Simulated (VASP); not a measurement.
A run of VASP 6.6.1 is set up as follows.

POSCAR

```
C
1.0
    0.0000000000      1.7120640000      1.7834000000
    1.7120640000      0.0000000000      1.7834000000
    1.7120640000      1.7120640000      0.0000000000
C
2
Direct
    0.5000000000      0.5000000000      0.5000000000
    0.7500000000      0.7500000000      0.7500000000
```

Contents of INCAR.step1:

```
PREC = Accurate
ENCUT = 520
ISMEAR = 0
SIGMA = 0.05
LREAL = F
LASPH = T
NELM = 100
NBANDS = 11
GGA = PE
ALGO = Normal
EDIFF = 1E-4
LWAVE = T
LCHARG = F
```

File INCAR.step2:

```
PREC = Accurate
ENCUT = 520
EDIFF = 1E-6
ISMEAR = 0
SIGMA = 0.05
LREAL = F
LASPH = T
NELM = 100
ALGO = Normal
ISIF = 2
LWAVE = F
LCHARG = T
METAGGA = R2SCAN
LMIXTAU = T
LELF = T
LVHAR = T
NBANDS = 11
ISTART = 1
```

Contents of KPOINTS:

```
Automatic mesh
0
Gamma
  12 12 12
```

Potentials or basis: VASP PAW PBE potentials, release 64 (C).

Run with:

```console
$ cat potpaw_PBE.64/C/POTCAR > POTCAR
$ cp INCAR.step1 INCAR
$ mpirun -np 1 vasp_std > vasp.out
$ cp INCAR.step2 INCAR
$ mpirun -np 1 vasp_std > vasp.out
```

(1) Estimate the band gap on the k mesh.

(2) Predict the pressure.

Results:

(1) 3.97 eV, indirect (least direct gap 5.65 eV).

(2) 40.9 GPa.

Caveat: the cell differs from its parent crystal (strain -0.040 along x and y, +0.000 along z); the PAW data sets were made with another functional, which shifts forces and pressure a little.
